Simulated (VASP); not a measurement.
# BaTi2Ir2 (I4/mmm) in VASP: single point with r2SCAN

Aim: the single point of BaTi2Ir2 with r2SCAN.

Program: VASP 6.6.1. These are calculated values, not measurements. Logs are shortened: lines on timing, memory, paths and dates and some standing lists are left out, and cuts for length are marked.

**1. The cell of the first run**

The structure is tetragonal, space group I4/mmm (No. 139). The conventional cell has a = 4.021 Å, b = 4.021 Å, c = 11.420 Å, α = 90.00°, β = 90.00°, γ = 90.00°. Ir (site symmetry -4m2) has 4 Ti at 2.44 Å and 4 Ir at 2.84 Å within 3.2 Å. Ti (site symmetry 4mm) has 4 Ir at 2.44 Å and 1 Ti at 2.95 Å within 3.2 Å. Within 4.2 Å of Ba (site symmetry 4/mmm) lie 8 Ti at 3.20 Å and 8 Ir at 3.49 Å and 4 Ba at 4.02 Å.

**2. Single point, r2SCAN**

Input file POSCAR:

```
BaTi2Ir2
1.0
    0.0000000000      4.0205882895      0.0000001656
    4.0205882895      0.0000000000      0.0000001656
    2.0102943799      2.0102943799     -5.7102337412
Ir Ti Ba
2 2 1
Direct
    0.7500000000      0.2500000000      0.5000000000
    0.2500000000      0.7500000000      0.5000000000
    0.3708472653      0.3708472653      0.2583054695
    0.6291527347      0.6291527347      0.7416945305
    0.0000000000      0.0000000000      0.0000000000
```

Input file INCAR.step1:

```
PREC = Accurate ; ENCUT = 520
ISMEAR = -1 ; SIGMA = 0.1
LREAL = F ; LASPH = T
NELM = 60 ; NBANDS = 34
GGA = PE ; ALGO = Normal
EDIFF = 1E-4 ; LWAVE = T
LCHARG = F
```

Input file INCAR.step2:

```
PREC = Accurate ; ENCUT = 520
EDIFF = 1E-6 ; ISMEAR = -1
SIGMA = 0.1 ; LREAL = F
LASPH = T ; NELM = 60
ALGO = Normal ; ISIF = 2
LWAVE = F ; LCHARG = F
METAGGA = R2SCAN ; LMIXTAU = T
NBANDS = 34 ; ISTART = 1
```

Input file KPOINTS:

```
regular mesh
0
Gamma
  7 7 7
```

Potentials or basis: VASP PAW PBE potentials, release 64 (Ir, Ti_sv, Ba_sv).

The run is started by

```sh
> cat potpaw_PBE.64/Ir/POTCAR potpaw_PBE.64/Ti_sv/POTCAR potpaw_PBE.64/Ba_sv/POTCAR > POTCAR
> cp INCAR.step1 INCAR
> mpirun -np 1 vasp_std > vasp.out
> cp INCAR.step2 INCAR
> mpirun -np 1 vasp_std > vasp.out
```

OUTCAR:

```text
PREC = Accurate
   ENCUT = 520
   EDIFF = 1E-6
   ISMEAR = -1
   LREAL = F
   LASPH = T
   NELM = 60
   ISIF = 2
   METAGGA = R2SCAN
   ISTART = 1

 ion  position               nearest neighbor table
   1  0.750  0.250  0.500-   3 2.44   4 2.44   3 2.44   4 2.44   2 2.84   2 2.84   2 2.84   2 2.84
                             5 3.49   5 3.49   5 3.49   5 3.49
   2  0.250  0.750  0.500-   3 2.44   4 2.44   3 2.44   4 2.44   1 2.84   1 2.84   1 2.84   1 2.84
                             5 3.49   5 3.49   5 3.49   5 3.49
   3  0.371  0.371  0.258-   1 2.44   2 2.44   2 2.44   1 2.44   5 3.20   5 3.20   5 3.20   5 3.20

   4  0.629  0.629  0.742-   1 2.44   2 2.44   2 2.44   1 2.44   5 3.20   5 3.20   5 3.20   5 3.20

   5  0.000  0.000  0.000-   4 3.20   3 3.20   4 3.20   3 3.20   3 3.20   4 3.20   4 3.20   3 3.20
                             2 3.49   1 3.49   2 3.49   1 3.49   1 3.49   2 3.49   2 3.49   1 3.49

  LATTYP: Found a body centered tetragonal cell.
 ALAT       =     4.0205882895
 C/A-ratio  =     2.8404967112

  Lattice vectors:

 A1 = (  -2.0102943799,   2.0102939096,   5.7102339068)
 A2 = (   2.0102939096,  -2.0102943799,   5.7102339068)
 A3 = (   2.0102943799,   2.0102943799,  -5.7102337412)

Analysis of symmetry for initial positions (statically):
=====================================================================
 Subroutine PRICEL returns:
 Original cell was already a primitive cell.

 Routine SETGRP: Setting up the symmetry group for a
 body centered tetragonal supercell.

 Subroutine GETGRP returns: Found 16 space group operations
 (whereof 16 operations were pure point group operations)
 out of a pool of 16 trial point group operations.

The static configuration has the point symmetry D_4h.

Analysis of symmetry for dynamics (positions and initial velocities):
=====================================================================
 Subroutine PRICEL returns:
 Original cell was already a primitive cell.

 Routine SETGRP: Setting up the symmetry group for a
 body centered tetragonal supercell.

 Subroutine GETGRP returns: Found 16 space group operations
 (whereof 16 operations were pure point group operations)
 out of a pool of 16 trial point group operations.

The dynamic configuration has the point symmetry D_4h.

 Subroutine INISYM returns: Found 16 space group operations
 (whereof 16 operations are pure point group operations),
 and found     1 'primitive' translations

----------------------------------------------------------------------------------------

[... 88 lines left out ...]
 SYSTEM =  unknown system
   PREC   = accura    normal or accurate (medium, high low for compatibility)
   ISTART =      1    job   : 0-new  1-cont  2-samecut
   ICHARG =      0    charge: 1-file 2-atom 10-const
   ISPIN  =      1    spin polarized calculation?
   LNONCOLLINEAR =      F non collinear calculations
   LSORBIT =      F    spin-orbit coupling
   LASPH  =      T    aspherical Exc in radial PAW
   ENCUT  =  520.0 eV  38.22 Ry    6.18 a.u.   7.48  7.48 11.86*2*pi/ulx,y,z
   NELM   =     60;   NELMIN=  2; NELMDL=  0     # of ELM steps
   EDIFF  = 0.1E-05   stopping-criterion for ELM
   LREAL  =      F    real-space projection
[... 7 lines left out ...]
   TEBEG  =    0.0;   TEEND  =   0.0 temperature during run
   PSTRESS=    0.0 pullay stress
   NELECT =      52.0000    total number of electrons
   NUPDOWN=      -1.0000    fix difference up-down
   EMIN   =  10.00;   EMAX   =-10.00  energy-range for DOS
   EFERMI =   0.00;   METHOD = LEGACY
   ISMEAR =    -1;   SIGMA  =   0.10  broadening in eV -4-tet -1-fermi 0-gaus
   EFERMI_NEDOS =   21; number of points for ismear=-14 and -15
   IALGO  =     38    algorithm
   IMIX   =      4    mixing-type and parameters
     AMIX     =   0.40;   BMIX     =  1.00
     AMIX_MAG =   1.60;   BMIX_MAG =  1.00
  volume/ion in A,a.u.               =      18.46       124.58
  Fermi-wavevector in a.u.,A,eV,Ry     =   1.352067  2.555036 24.872612  1.828085
  Thomas-Fermi vector in A             =   2.479437
   LORBIT       =      0    0 simple, 1 ext, 2 COOP (PROOUT), +10 PAW based schemes
   METAGGA = R2SCAN    functional components
   LHFCALC =     F    Hartree Fock is set to
   AEXX    =    0.0000 exact exchange contribution
   IVDW    =     0    specifies the selected vdW correction
   LEPSILON=     F    determine dielectric tensor
   LRPA    =     F    only Hartree local field effects (RPA)
 non-spin polarized calculation
  energy-cutoff  :      520.00
  volume of cell :       92.31
 maximum number of plane-waves:      2522
 NGX is ok and might be reduce to    30
   NGX = 15   NGY = 15   NGZ = 23

 number of electron      52.0000002 magnetization

 Free energy of the ion-electron system (eV)
  ---------------------------------------------------
  ext. energy  EPLUGINS =         0.00000000
  ---------------------------------------------------
  free energy    TOTEN  =      -157.51785447 eV

  energy without entropy =     -157.34653921  energy(sigma->0) =     -157.43219684

 E-fermi :   7.7611     XC(G=0): -12.6656

 val. band max:        7.7416261877   @ k =  -0.2857  -0.4286   0.1429
 cond. band min:       7.7660707953   @ k =   0.4286   0.4286   0.1429
 fundamental gap:      0.0244446075
 Fermi energy:         7.7611153215

 k-point     1 :       0.0000    0.0000    0.0000
  band No.  band energies     occupation
      1     -51.4374      2.00000
      2     -51.4128      2.00000
      3     -26.7760      2.00000
      4     -26.7760      2.00000
      5     -26.7445      2.00000
      6     -26.7445      2.00000
[... 877 lines left out ...]
     33      10.3919      0.00000
     34      10.5207      0.00000

 [... further k-points ...]
[... 5 lines left out ...]
  --------------------------------------------------------------------------------------
  -------------------------------------------------------------------------------------
  Total       12.3726303     12.3726303     12.2819728      0.0000000      0.0000000      0.0000000
  in kB      214.7531356    214.7531356    213.1795838      0.0000000      0.0000001      0.0000001
  external PRESSURE =     214.2286184 kB  Pullay stress =       0.0000000 kB

 VOLUME and BASIS-vectors are now :
 -----------------------------------------------------------------------------
  energy-cutoff  :      520.00
  volume of cell :       92.31
      direct lattice vectors                 reciprocal lattice vectors
     0.000000000  4.020588290  0.000000166    -0.000000004  0.248719817  0.087562098
     4.020588290  0.000000000  0.000000166     0.248719817 -0.000000004  0.087562098
     2.010294380  2.010294380 -5.710233741     0.000000007  0.000000007 -0.175124175

 POSITION                                       TOTAL-FORCE (eV/Angst)
 -----------------------------------------------------------------------------------
      2.01029      4.02059     -2.85512         0.000000     -0.000000     -0.000000
      4.02059      2.01029     -2.85512        -0.000000      0.000000      0.000000
      2.01029      2.01029     -1.47498        -0.000000     -0.000000      0.074795
      4.02059      4.02059     -4.23525         0.000000      0.000000     -0.074795
      0.00000      0.00000      0.00000         0.000000     -0.000000      0.000000
 -----------------------------------------------------------------------------------
    total drift:                                0.000000      0.000000     -0.000000

  FREE ENERGIE OF THE ION-ELECTRON SYSTEM (eV)
  ---------------------------------------------------
  free  energy   TOTEN  =      -157.5178544651 eV

  energy  without entropy=     -157.3465392057  energy(sigma->0) =     -157.43219684
```

Wall time 14 min (1 thread of Oxide Virtual Turin-like, shared host); peak memory 0.26 GiB.

Results:

* Free energy: -157.5179 eV
* Pressure: 21.4 GPa
* Largest force: 0.075 eV/Å
* Band gap on the k mesh: zero (band 26 reaches 8.44 eV, above the bottom of band 27 at 7.48 eV)

Forces in eV/Å, atoms in the order of the input:
```
Ir   0.000  0.000  0.000
Ir   0.000  0.000  0.000
Ti   0.000  0.000  0.075
Ti   0.000  0.000 -0.075
Ba   0.000  0.000  0.000
```

Stress tensor (GPa, compression positive):
```
21.48  0.00  0.00
 0.00 21.48  0.00
 0.00  0.00 21.32
```

Levels at points of the mesh, in eV from the Fermi level:
```tsv
k point	band 22	band 23	band 24	band 25	band 26	band 27	band 28	band 29	band 30	band 31
(0.00, 0.00, 0.00)	-2.16	-1.71	-0.58	-0.49	0.62	0.62	1.03	1.10	1.33	1.33
```

Caveat: the PAW data sets were made with another functional, which shifts forces and pressure a little; spin-orbit coupling is left out, which moves the levels of the heavy elements.
